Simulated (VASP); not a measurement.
Wanted: the native input for a VASP 6.6.1 run.

| Item | Value |
| --- | --- |
| Task | relaxation of cell and atoms |
| Functional | PBE |
| Potentials or basis | VASP PAW PBE potentials, release 64 (Tm_3, I), 4f in core |
| Cutoff | 500 eV |
| k mesh | 4 × 4 × 4 |
| Occupations | gaussian, width 0.2 eV |
| Spin | no spin polarisation |
| Dipole correction | no |
| Further INCAR settings | ALGO = Normal; EDIFF = 1e-07; IBRION = 2; EDIFFG = -0.08; NSW = 36; ISIF = 3 |

The structure of TmI4 lies in POSCAR:

```
TmI4
1.0
   -4.1959353600      4.1959353600      2.5935089600
    4.1959353600     -4.1959353600      2.5935089600
    4.1959353600      4.1959353600     -2.5935089600
Tm I
1 4
Direct
    0.0000000000      0.0000000000      0.0000000000
    0.2001491300      0.3988251000      0.5989742300
    0.7998508700      0.6011749000      0.4010257700
    0.3988251000      0.7998508700      0.1986759800
    0.6011749000      0.2001491300      0.8013240200
```

The cell was generated, and may not be a known phase.

The input as run:

INCAR

```
ALGO     = Normal         # electronic algorithm
EDIFF    = 1E-7           # SCF threshold, eV
EDIFFG   = -0.08          # ionic threshold
ENCUT    = 500            # plane-wave cutoff, eV
GGA      = PE             # functional
GGA_COMPAT= False        
IBRION   = 2              # ionic algorithm
ISIF     = 3              # what is computed and relaxed
ISMEAR   = 0              # smearing method
LASPH    = True           # aspherical terms in the spheres
LCHARG   = False          # write CHGCAR
LMAXMIX  = 6              # l up to which the mixer works
LREAL    = False          # projectors in reciprocal space
LWAVE    = False          # write WAVECAR
NELM     = 200            # most SCF steps
NELMIN   = 4            
NSW      = 36             # ionic steps
PREC     = Accurate       # precision mode
SIGMA    = 0.2            # smearing width, eV
```

KPOINTS

```
k-points
0
Gamma
  4 4 4
```

Potentials or basis: VASP PAW PBE potentials, release 64 (Tm_3, I), 4f in core.

Run with:

```console
$ cat potpaw_PBE.64/Tm_3/POTCAR potpaw_PBE.64/I/POTCAR > POTCAR
$ mpirun -np 1 vasp_std > vasp.out
```

It gave:

The relaxed volume is 48.94 Å³/atom and the relaxed cell is a = 8.298 Å, b = 8.298 Å, c = 8.298 Å, α = 92.92°, β = 92.92°, γ = 153.92°. The space group after relaxing (to 0.1 Å) is I4/m (No. 87) and the energy gained by relaxing is 509.2 meV/atom. The ionic steps are 14 and the pressure after relaxing is 0.0 GPa. The largest force after relaxing is 0.072 eV/Å and the band gap on the k mesh is zero (an odd number of electrons rules out a gap without spin polarisation).

Caveat: the volume moved by over 15 % at a fixed basis, so the end points are rough; spin-orbit coupling is left out, which moves the levels of the heavy elements; this functional lacks dispersion, which binds layers or chains, so the pressure and a relaxed spacing across them are unreliable; the 4f electrons are frozen in the core, so they carry no moment and show no levels; an odd number of electrons without spin polarisation forces a metal; a magnetic or distorted state may lie lower; the run has no spin polarisation, though such a crystal can be magnetic; the relaxation stopped at a loose force limit of 0.08 eV/Å, so its end isn't a converged minimum.

Run time: 8.6 min on 1 thread of AMD EPYC 9R45 96-Core Processor (Zen 5) (shared host), peak memory 0.33 GiB.
